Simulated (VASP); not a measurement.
A run of VASP 6.6.1:

The input INCAR:

```
SYSTEM = NaI
ALGO     = Normal         ! electronic algorithm
EDIFF    = 1E-7           ! SCF threshold, eV
ENCUT    = 520            ! plane-wave cutoff, eV
GGA      = PE             ! functional
ISIF     = 2              ! what is computed and relaxed
ISMEAR   = -1             ! smearing method
LASPH    = .True.         ! aspherical terms in the spheres
LCHARG   = .False.        ! write CHGCAR
LREAL    = .False.        ! projectors in reciprocal space
LWAVE    = .False.        ! write WAVECAR
NBANDS   = 14             ! bands
NELM     = 100            ! most SCF steps
PREC     = Accurate       ! precision mode
SIGMA    = 0.02           ! smearing width, eV
```

The input KPOINTS:

```
k-points
0
Gamma
  8 8 8
  0 0 0
```

Contents of POSCAR:

```
NaI
1.0
    0.0000000000      3.1777220445      3.1777220445
    3.1777220445      0.0000000000      3.1777220445
    3.1777220445      3.1777220445      0.0000000000
Na I
1 1
Direct
    0.0000000000      0.0000000000      0.0000000000
    0.5000000000      0.5000000000      0.5000000000
```

Potentials or basis: VASP PAW PBE potentials, release 64 (Na_pv, I).

Run with:

```sh
$ cat potpaw_PBE.64/Na_pv/POTCAR potpaw_PBE.64/I/POTCAR > POTCAR
$ mpirun -np 1 vasp_std > vasp.out
```

Hardware: 1 thread of Intel(R) Xeon(R) 6975P-C (Granite Rapids), on a shared host.

Q: How long does it take, and how much memory?

A: Wall time 12 s on 1 thread of Intel(R) Xeon(R) 6975P-C (Granite Rapids), with other jobs on the host, peak memory 0.2 GiB. Counts: scf iterations 13, k points 29.
